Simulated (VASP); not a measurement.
Input of a VASP 6.6.1 run:

The input INCAR:

```
ALGO = Normal
EDIFF = 1E-6
ENCUT = 820
GGA = PE
GGA_COMPAT = False
ISIF = 2
ISMEAR = 0
LASPH = True
LCHARG = False
LREAL = False
LWAVE = False
NBANDS = 62
NELM = 120
PREC = Accurate
SIGMA = 0.1
```

KPOINTS

```
k-points
0
Gamma
  12 12 6
```

POSCAR

```
Cu2Re
1.0
    3.2909028770      0.0000000000      0.0000000000
    0.0000000000      3.2909028770      0.0000000000
    0.0000000000      0.0000000000      7.5288124900
Cu Re
4 2
Direct
    0.0000000000      0.0000000000      0.0000000000
    0.5000000000      0.5000000000      0.0000000000
    0.0000000000      0.5000000000      0.2428407784
    0.5000000000      0.0000000000      0.7571592216
    0.0000000000      0.5000000000      0.5862059208
    0.5000000000      0.0000000000      0.4137940792
```

Potentials or basis: VASP PAW PBE potentials, release 64 (Cu_sv_GW, Re_sv_GW).

Run with:

```bash
$ cat potpaw_PBE.64/Cu_sv_GW/POTCAR potpaw_PBE.64/Re_sv_GW/POTCAR > POTCAR
$ mpirun -np 1 vasp_std > vasp.out
```

(1) Estimate the largest force.

(2) What does it give for the pressure?

Answers

(1) 0.007 eV/Å.

(2) -1.0 GPa.
